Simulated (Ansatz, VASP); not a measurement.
NaLu in VASP and in Ansatz

```xyz
2
Lattice="0.0000 2.8179 2.8179 2.8179 0.0000 2.8179 2.8179 2.8179 0.0000" Properties=species:S:1:pos:R:3 pbc="T T T"
Na    2.8179    2.8179    2.8179
Lu    0.0000    0.0000    0.0000
```

Change from the starting cell: species swapped into the LaTe type (Fm-3m, No. 225).

Alike in both runs: task single point; functional PBE; k mesh 6 × 6 × 6; occupations gaussian, width 0.1 eV; no spin polarisation.

|  | VASP | Ansatz |
| --- | --- | --- |
| version | VASP 6.6.1 | Ansatz 0.2.0 |
| potentials or method | VASP PAW PBE potentials, release 64 (Na_pv, Lu), cutoff 520 eV | scalar-relativistic, plane waves, PAW |
| valence electrons in the cell | 32 | 34 |

```csv
,VASP,Ansatz,Ansatz less VASP
gap on the k mesh at the Fermi level (eV),none,none,-
pressure (GPa),14.3,14.2,-0.15
```

A gap of «none» marks a metal or a gap that the smearing closes. With one functional, cell and mesh, what is left measures potentials, basis and numerics. VASP's potentials hold 32 valence electrons a cell and Ansatz's 34, so a difference there can come from the potentials and not from the codes.

Spin-orbit coupling is off throughout.
